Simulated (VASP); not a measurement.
Input of a VASP 6.6.1 run:

The input POSCAR:

```
Sb
1.0
    3.2864000000      0.0000000000      0.0000000000
    0.0000000000      3.2864000000      0.0000000000
    0.0000000000      0.0000000000      2.9072000000
Sb
1
Direct
    0.0000000000      0.0000000000      0.0000000000
```

The input INCAR.step1:

```
SYSTEM = Sb
ALGO = Normal ; EDIFF = 1E-4
ENCUT = 520 ; GGA = PE
ISMEAR = 0 ; LASPH = .TRUE.
LCHARG = .FALSE. ; LREAL = .FALSE.
LWAVE = .TRUE. ; NBANDS = 8
NELM = 80 ; PREC = Accurate
SIGMA = 0.15
```

File INCAR.step2:

```
SYSTEM = Sb
ALGO = Normal ; EDIFF = 1E-6
ENCUT = 520 ; ISIF = 2
ISMEAR = 0 ; ISTART = 1
LASPH = .TRUE. ; LCHARG = .FALSE.
LMIXTAU = .TRUE. ; LREAL = .FALSE.
LWAVE = .FALSE. ; METAGGA = R2SCAN
NBANDS = 8 ; NELM = 80
PREC = Accurate ; SIGMA = 0.15
```

The input KPOINTS:

```
k-points
0
G
  16 16 16
  0 0 0
```

Potentials or basis: VASP PAW PBE potentials, release 64 (Sb).

Command:

```bash
$ cat potpaw_PBE.64/Sb/POTCAR > POTCAR
$ cp INCAR.step1 INCAR
$ mpirun -np 1 vasp_std > vasp.out
$ cp INCAR.step2 INCAR
$ mpirun -np 1 vasp_std > vasp.out
```

(1) What does it give for the pressure?

Answers

(1) -1.8 GPa.

Caveat: the cell differs from its parent crystal (strain +0.040 along x and y, -0.080 along z); the PAW data sets were made with another functional, which shifts forces and pressure a little.
